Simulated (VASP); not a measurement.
# CdS: single point with LDA

The system is CdS.

```
Cd S
1.0
     0.00000    2.87825    2.87825
     2.87825    0.00000    2.87825
     2.87825    2.87825    0.00000
Cd S
1 1
Cartesian
  0.0000 0.0000 0.0000
  1.4391 1.4391 1.4391
```

| Property | Result |
| --- | --- |
| Program | VASP 6.6.1 |
| Task | single point |
| Functional | LDA |
| Potentials or basis | VASP PAW LDA potentials, release 64 (Cd, S) |
| Cutoff | 500 eV |
| k mesh | 8 × 8 × 8 |
| Occupations | gaussian, width 0.02 eV |
| Spin | no spin polarisation |

| Property | Result |
| --- | --- |
| Pressure | 0.6 GPa |
| Band gap on the k mesh | 0.98 eV |

Levels at points of the mesh, in eV from the valence-band top:
```
           k point  band 7  band 8  band 9  band 10  band 11  band 12
(0.00, 0.00, 0.00)    0.00    0.00    0.00     0.98     6.35     6.35
(0.50, 0.00, 0.00)   -4.77   -0.83   -0.83     2.84     6.84     6.84
(0.50, 0.50, 0.00)   -4.23   -2.07   -2.07     3.24     4.21     9.13
```

Run time: 22 s on 1 thread of Intel(R) Xeon(R) Platinum 8488C (Sapphire Rapids) (shared host), peak memory 0.15 GiB.
